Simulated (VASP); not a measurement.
Set up this calculation in VASP 6.6.1, as the native input.

| Property | Result |
| --- | --- |
| Task | single point |
| Functional | PBEsol |
| Potentials or basis | VASP PAW PBE potentials, release 64 (Sb) |
| Cutoff | 520 eV |
| k mesh | 14 × 14 × 14 |
| Occupations | gaussian, width 0.1 eV |
| Spin | no spin polarisation |
| Dipole correction | no |
| Further INCAR settings | ALGO = Normal; EDIFF = 1e-07; NBANDS = 8 |

The structure of Sb lies in POSCAR:

```
Sb
1.0
    3.0920600459      0.0000000000      0.0000000000
    0.0000000000      3.0920600459      0.0000000000
    0.0000000000      0.0000000000      3.0920600459
Sb
1
Direct
    0.0000000000      0.0000000000      0.0000000000
```

This cell differs from its parent crystal: volume scaled by 1.03.

One way to write it, as run:

INCAR

```
ALGO     = Normal         # electronic algorithm
EDIFF    = 1E-7           # SCF threshold, eV
ENCUT    = 520            # plane-wave cutoff, eV
GGA      = PS             # functional
ISIF     = 2              # what is computed and relaxed
ISMEAR   = 0              # smearing method
LASPH    = True           # aspherical terms in the spheres
LCHARG   = True           # write CHGCAR
LELF     = True           # ELF
LREAL    = False          # projectors in reciprocal space
LVHAR    = True         
LWAVE    = False          # write WAVECAR
NBANDS   = 8              # bands
NELM     = 100            # most SCF steps
PREC     = Accurate       # precision mode
SIGMA    = 0.1            # smearing width, eV
```

KPOINTS

```
k-points
0
Gamma
  14 14 14
```

Potentials or basis: VASP PAW PBE potentials, release 64 (Sb).

Launch:

```sh
$ cat potpaw_PBE.64/Sb/POTCAR > POTCAR
$ mpirun -np 1 vasp_std > vasp.out
```

It gave:

* Pressure: -1.6 GPa

Caveat: the PAW data sets were made with another functional, which shifts forces and pressure a little.

Run time: 6.8 s on 1 thread of Intel(R) Xeon(R) Platinum 8559C (Emerald Rapids), with other jobs on the host, peak memory 0.15 GiB.
